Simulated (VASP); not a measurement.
Wanted: the native input for a VASP 6.6.1 run.

| Item | Value |
| --- | --- |
| Task | single point |
| Functional | LDA |
| Potentials or basis | VASP PAW LDA potentials, release 64 (Ti_sv, O) |
| Cutoff | 520 eV |
| k mesh | 8 × 8 × 6 |
| Occupations | gaussian, width 0.05 eV |
| Spin | no spin polarisation |
| Dipole correction | no |
| Further INCAR settings | ALGO = Normal; EDIFF = 1e-07; NBANDS = 33 |

The structure of TiO2 lies in POSCAR:

```
TiO2
1.0
    2.6439701434     -2.6439844221     -0.0182905216
    2.6439701434      2.6439844221     -0.0182905216
   -2.6076207123      0.0000000000      4.4627351150
Ti O
2 4
Direct
    0.1250838811      0.8749161189      0.2500000000
    0.8749161189      0.1250838811      0.7500000000
    0.3329229847      0.0831208130      0.6659429413
    0.6670770153      0.9168791870      0.3340570587
    0.9168791870      0.6670770153      0.8340570587
    0.0831208130      0.3329229847      0.1659429413
```

This cell differs from its parent crystal: strain -0.0600 x Voigt [0, 0, 1, 0, 0, 0].

These files were run (other wordings do the same):

INCAR

```
  PREC = Accurate
  ENCUT = 520
  EDIFF = 1E-7
  ISMEAR = 0
  SIGMA = 0.05
  LREAL = F
  LASPH = T
  NELM = 100
  ALGO = Normal
  ISIF = 2
  LWAVE = F
  LCHARG = T
  LELF = T
  LVHAR = T
  NBANDS = 33
```

KPOINTS

```
Automatic mesh
0
Gamma
  8 8 6
```

Potentials or basis: VASP PAW LDA potentials, release 64 (Ti_sv, O).

Run with:

```sh
$ cat potpaw_LDA.64/Ti_sv/POTCAR potpaw_LDA.64/O/POTCAR > POTCAR
$ mpirun -np 1 vasp_std > vasp.out
```

It gave:

```
Pressure               : 20.5 GPa
Largest force          : 1.798 eV/Å
Band gap on the k mesh : 2.14 eV, indirect (least direct gap 2.43 eV)
```

Caveat: the cell differs from its parent crystal (strain -0.0600 x Voigt [0, 0, 1, 0, 0, 0]); forces of over 1 eV/Å act on the atoms, so gaps and moduli don't describe the material at rest.

Run time: 2.7 min on 1 thread of AMD EPYC 7R13 Processor (Zen 3), with other jobs on the host, peak memory 0.25 GiB.
